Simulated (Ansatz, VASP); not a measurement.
# TaTe: VASP beside Ansatz

File POSCAR:

```
TaTe
1.0
    3.4200900000      0.0000000000      0.0000000000
    0.0000000000      3.4200900000      0.0000000000
    0.0000000000      0.0000000000      3.4200900000
Ta Te
1 1
Direct
    0.5000000000      0.5000000000      0.5000000000
    0.0000000000      0.0000000000      0.0000000000
```

INCAR.step1

```
PREC = Accurate
ENCUT = 520
EDIFF = 1E-5
ISMEAR = -1
SIGMA = 0.05
LREAL = F
LASPH = T
NELM = 80
ALGO = Normal
ISIF = 2
LWAVE = T
LCHARG = F
GGA = PE
NBANDS = 16
```

INCAR.step2

```
PREC = Accurate
ENCUT = 520
EDIFF = 1E-6
ISMEAR = -1
SIGMA = 0.05
LREAL = F
LASPH = T
NELM = 80
ALGO = Normal
ISIF = 2
LWAVE = F
LCHARG = F
GGA = PE
LHFCALC = T
AEXX = 0.25
HFSCREEN = 0.3
PRECFOCK = Normal
ISTART = 1
NBANDS = 16
```

The input KPOINTS:

```
regular mesh
0
Gamma
  4 4 4
```

File input:

```
crystal:
  lattice:
    - [3.42009, 0.0, 0.0]
    - [0.0, 3.42009, 0.0]
    - [0.0, 0.0, 3.42009]
  atoms:
    - { symbol: Ta, position: [0.5, 0.5, 0.5] }
    - { symbol: Te, position: [0.0, 0.0, 0.0] }
hamiltonian:
  xc: { exchange: pbe, correlation: pbe, exx: { coeff: 0.25, omega: 0.3 } }
  pseudopotentials: { kind: paw }
kpoints:
  mp_grid: { grid: [4, 4, 4] }
scf:
  occupations: { method: fermi_dirac, width: 0.05 }
output:
  forces: true
  stress: true
  eigenvalues: true
```

Alike in both runs: task single point; functional PBE-based screened hybrid with a share of 0.25 of exact exchange and HFSCREEN = 0.3; k mesh 4 × 4 × 4; occupations fermi-dirac, width 0.05 eV; no spin polarisation.

|  | VASP | Ansatz |
| --- | --- | --- |
| version | VASP 6.6.1 | Ansatz 0.2.0 |
| potentials or method | VASP PAW PBE potentials, release 64 (Ta_pv, Te) | Ansatz PAW |
| plane-wave cutoff (eV) | 520 | 420 |
| valence electrons in the cell | 17 | 29 |

VASP gave:

```
gap on the k mesh at the Fermi level (eV) : none
pressure (GPa)                            : -4.7
```

What did Ansatz give for the same quantities?

gap on the k mesh at the Fermi level (eV): none; pressure (GPa): -3.9.

VASP's potentials were made for PBE, not for PBE-based screened hybrid. A gap of «none» marks a metal or a gap that the smearing closes. VASP's potentials hold 17 valence electrons a cell and Ansatz's 29, so a difference there can come from the potentials and not from the codes.

The k mesh is coarse, so the values compare programs but aren't converged. Neither program's run includes spin-orbit coupling.
